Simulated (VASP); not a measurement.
## H: relaxation of the atoms with PBE+D3(BJ)

H:

```
H
1.0
     6.69433    0.00000    0.00000
     0.00000    6.69433    0.00000
     0.00000    0.00000    6.69433
H
20
Direct
  0.33703 0.99780 0.46950
  0.34050 0.99876 0.35944
  0.62847 0.24890 0.10586
  0.58888 0.31681 0.18298
  0.76693 0.87796 0.79467
  0.80021 0.78027 0.75626
  0.22349 0.24034 0.12137
  0.19344 0.26830 0.01918
  0.85019 0.90093 0.45976
  0.84050 0.93690 0.35613
  0.60433 0.86332 0.05820
  0.52197 0.82101 0.11781
  0.54220 0.53525 0.80048
  0.59432 0.52621 0.89706
  0.05434 0.68195 0.03290
  0.04663 0.63419 0.93397
  0.56692 0.57025 0.41731
  0.58796 0.66405 0.36359
  0.07212 0.06982 0.37030
  0.08525 0.06655 0.26101
```

```yaml
Program: VASP 6.6.1
Task: relaxation of the atoms
Functional: PBE
Dispersion: D3(BJ)
Potentials_or_basis: VASP PAW PBE potentials, release 64 (H)
Cutoff: 520 eV
k_mesh: 1 × 1 × 1
Occupations: fermi-dirac, width 0.02 eV
Spin: no spin polarisation
Dipole_correction: no
Further_INCAR_settings: LREAL = Auto; ALGO = Normal; EDIFF = 1e-06; IBRION = 2; EDIFFG = -0.3; NSW = 35
```

```
Energy gained by relaxing    : 15.1 meV/atom
Ionic steps                  : 5
Pressure after relaxing      : 0.8 GPa
Largest force after relaxing : 0.267 eV/Å
Band gap on the k mesh       : 7.87 eV
Dispersion energy per atom   : -0.016 eV
```

Forces in eV/Å, atoms in the order of the input:
```
H    0.228 -0.064  0.101
H    0.203 -0.033  0.120
H   -0.007  0.026  0.112
H    0.099 -0.093 -0.033
H    0.034 -0.003 -0.050
H   -0.039  0.119  0.036
H    0.077  0.116 -0.152
H    0.077  0.099 -0.159
H   -0.235 -0.119  0.045
H   -0.208 -0.097  0.041
H   -0.184 -0.064  0.118
H    0.166  0.130 -0.129
H   -0.021 -0.030 -0.018
H   -0.068 -0.049 -0.064
H    0.022 -0.043 -0.016
H    0.044  0.023  0.092
H    0.010  0.089 -0.057
H   -0.042 -0.217  0.146
H   -0.050  0.100 -0.110
H   -0.107  0.110 -0.023
```

Stress tensor (GPa, compression positive):
```
 1.03  0.31 -0.11
 0.31  0.61 -0.56
-0.11 -0.56  0.73
```

Step by step:
| step | energy change (eV) | largest force (eV/Å) | pressure (GPa) |
| --- | --- | --- | --- |
| 1 | 0.0000 | 0.7029 | 1.58 |
| 2 | 0.0124 | 0.9750 | 0.14 |
| 3 | -0.0435 | 0.5623 | 0.89 |
| 4 | -0.1238 | 0.4645 | 0.86 |
| 5 | -0.3029 | 0.2668 | 0.79 |

Final structure:
```
H
1.0
     6.69433    0.00000    0.00000
     0.00000    6.69433    0.00000
     0.00000    0.00000    6.69433
H
20
Direct
  0.35718 0.99222 0.47866
  0.35938 0.99453 0.36707
  0.63021 0.24640 0.10668
  0.59110 0.31619 0.18559
  0.76716 0.88208 0.79324
  0.79985 0.78183 0.75521
  0.22622 0.24516 0.11583
  0.19617 0.27259 0.01197
  0.83381 0.89164 0.46474
  0.82580 0.92954 0.36035
  0.60495 0.86531 0.05701
  0.52024 0.82262 0.11862
  0.54017 0.53399 0.79770
  0.59231 0.52380 0.89615
  0.05578 0.68152 0.03569
  0.04850 0.63339 0.93464
  0.56587 0.56656 0.41962
  0.58827 0.66316 0.36581
  0.06606 0.08013 0.36185
  0.07669 0.07692 0.25139
```

Levels at points of the mesh, in eV from the valence-band top:
```
           k point  band 7  band 8  band 9  band 10  band 11  band 12  band 13  band 14
(0.00, 0.00, 0.00)   -1.22   -1.10   -0.89     0.00     7.87     8.25     8.74     9.07
```

Run time: 52 s on 1 thread of AMD EPYC 7R13 Processor (Zen 3) (shared host), peak memory 0.3 GiB.

Caveat: the k points lie up to 0.94 Å⁻¹ apart; the relaxation stopped at a loose force limit of 0.3 eV/Å, so its end isn't a converged minimum.
